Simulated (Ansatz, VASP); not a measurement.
Two plane-wave programs on Au

File INCAR:

```
SYSTEM = Au
PREC = Accurate
ENCUT = 520
EDIFF = 1E-8
ISMEAR = -1
SIGMA = 0.03
LREAL = .False.
LASPH = .True.
NELM = 80
ALGO = Normal
ISIF = 2
LWAVE = .False.
LCHARG = .False.
GGA = PE
LEFG = .True.
NBANDS = 12
```

Contents of KPOINTS:

```
regular mesh
0
Gamma
  14 14 14
  0 0 0
```

The input POSCAR:

```
Au
1.0
    0.0000000000      2.0782666850      2.0782666850
    2.0782666850      0.0000000000      2.0782666850
    2.0782666850      2.0782666850      0.0000000000
Au
1
Direct
    0.0000000000      0.0000000000      0.0000000000
```

Input for Ansatz:

```yaml
crystal:
  lattice:
    - [0.0, 2.078266685, 2.078266685]
    - [2.078266685, 0.0, 2.078266685]
    - [2.078266685, 2.078266685, 0.0]
  atoms:
    - { symbol: Au, position: [0.0, 0.0, 0.0] }
kpoints:
  mp_grid: { grid: [14, 14, 14] }
scf:
  occupations: { method: fermi_dirac, width: 0.03 }
hamiltonian:
  xc: pbe
  pseudopotentials: { kind: paw }
output:
  forces: true
  stress: true
  eigenvalues: true
  efg: { contact_densities: true }
basis:
  ecutwfc: 500
```

Alike in both runs: task electric field gradients; functional PBE; k mesh 14 × 14 × 14; occupations fermi-dirac, width 0.03 eV; no spin polarisation.

|  | VASP | Ansatz |
| --- | --- | --- |
| version | VASP 6.6.1 | Ansatz 0.2.0 |
| potentials or method | VASP PAW PBE potentials, release 64 (Au), cutoff 520 eV | PAW with Ansatz's default frozen-core files, scalar-relativistic |
| valence electrons in the cell | 11 | 19 |

```csv
,VASP,Ansatz,Ansatz less VASP
pressure (GPa),-0.2,0.0,+0.24
```

VASP's potentials hold 11 valence electrons a cell and Ansatz's 19, so a difference there can come from the potentials and not from the codes.

Neither program's run includes spin-orbit coupling.
